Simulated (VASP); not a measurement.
Input of a VASP 6.6.1 run:

File INCAR:

```
SYSTEM = Zr
PREC = Accurate
ENCUT = 520
EDIFF = 1E-6
ISMEAR = 0
SIGMA = 0.02
LREAL = .FALSE.
LASPH = .TRUE.
NELM = 100
ALGO = Normal
ISIF = 2
LWAVE = .FALSE.
LCHARG = .FALSE.
GGA = PE
NBANDS = 19
```

KPOINTS

```
regular mesh
0
G
  9 9 5
  0 0 0
```

The input POSCAR:

```
Zr
1.0
    3.2320000000      0.0000000000      0.0000000000
   -1.6160000000      2.7989941050      0.0000000000
    0.0000000000      0.0000000000      5.1470000000
Zr
2
Direct
    0.6666666667      0.3333333333      0.7500000000
    0.3333333333      0.6666666667      0.2500000000
```

Potentials or basis: VASP PAW PBE potentials, release 64 (Zr_sv).

The run is started by

```bash
$ cat potpaw_PBE.64/Zr_sv/POTCAR > POTCAR
$ mpirun -np 1 vasp_std > vasp.out
```

Question: Predict the band gap on the k mesh.

Answer: Zero (band 12 reaches 9.85 eV, above the bottom of band 13 at 8.74 eV).

Question: What does it give for the pressure?

Answer: 0.6 GPa.

Stress tensor (GPa, compression positive):
```
0.25 0.00 0.00
0.00 0.25 0.00
0.00 0.00 1.35
```
